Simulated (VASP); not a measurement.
Write the native input for VASP 6.6.1 that does the following.

```yaml
Task: single point
Functional: PBE
Potentials_or_basis: VASP PAW PBE potentials, release 64 (Al, N, Mg)
Cutoff: 520 eV
k_mesh: 2 × 2 × 2
Occupations: fermi-dirac, width 0.05 eV
Spin: no spin polarisation
Dipole_correction: no
Further_INCAR_settings: LREAL = Auto; ALGO = Normal; EDIFF = 1e-07; NBANDS = 43
```

The structure of MgAl6N8 (a cell with a defect) lies in POSCAR:

```
MgAl6N8
1.0
   -3.1100000000     -5.3866780000      0.0000000000
    4.6650000000     -2.6933390000      0.0000000000
    0.0000000000      0.0000000000      4.9800000000
Al N Mg
6 8 1
Direct
    0.4878885327      0.6803932126     -0.0032130522
    0.2436010298      0.1253899684      0.0388698795
    0.2484771886      0.8343384901      0.4992803213
    0.0035505061      0.6739807232      0.0008670683
    0.0113941015      0.3391729166      0.4981919679
    0.7541404427      0.8226989875      0.4967542169
    0.4975951397      0.6975168027      0.3602550201
    0.3554426455      0.3892680874      0.8635522088
    0.2420620478      0.1565884177      0.3870851406
    0.2426455937      0.8440063872      0.8691744980
    0.0061303959      0.6636014001      0.3686975904
    0.1274979806      0.3849821478      0.8558520080
    0.7736430111      0.1570820503      0.4776921687
    0.7473635547      0.7208072144      0.8480164659
    0.5085681546      0.3435067440      0.4949244980
```

The input as run:

INCAR

```
PREC     = Accurate       # precision mode
ENCUT    = 520            # plane-wave cutoff, eV
EDIFF    = 1E-7           # SCF threshold, eV
ISMEAR   = -1             # smearing method
SIGMA    = 0.05           # smearing width, eV
LREAL    = Auto         
LASPH    = True           # aspherical terms in the spheres
NELM     = 100            # most SCF steps
ALGO     = Normal         # electronic algorithm
ISIF     = 2              # what is computed and relaxed
LWAVE    = False          # write WAVECAR
LCHARG   = False          # write CHGCAR
GGA      = PE             # functional
NBANDS   = 43             # bands
```

KPOINTS

```
regular mesh
0
Gamma
  2 2 2
```

Potentials or basis: VASP PAW PBE potentials, release 64 (Al, N, Mg).

Command:

```sh
$ cat potpaw_PBE.64/Al/POTCAR potpaw_PBE.64/N/POTCAR potpaw_PBE.64/Mg/POTCAR > POTCAR
$ mpirun -np 1 vasp_std > vasp.out
```

Results of the run:

```yaml
Pressure: 19.1 GPa
Largest_force: 0.128 eV/Å
Band_gap_on_the_k_mesh: zero (band 30 reaches 5.03 eV, above the bottom of band 31 at 4.76 eV)
```

Caveat: the k points lie up to 0.63 Å⁻¹ apart.

It took 62 s on 1 thread of Intel(R) Xeon(R) 6975P-C (Granite Rapids) (shared host), peak memory 0.27 GiB.
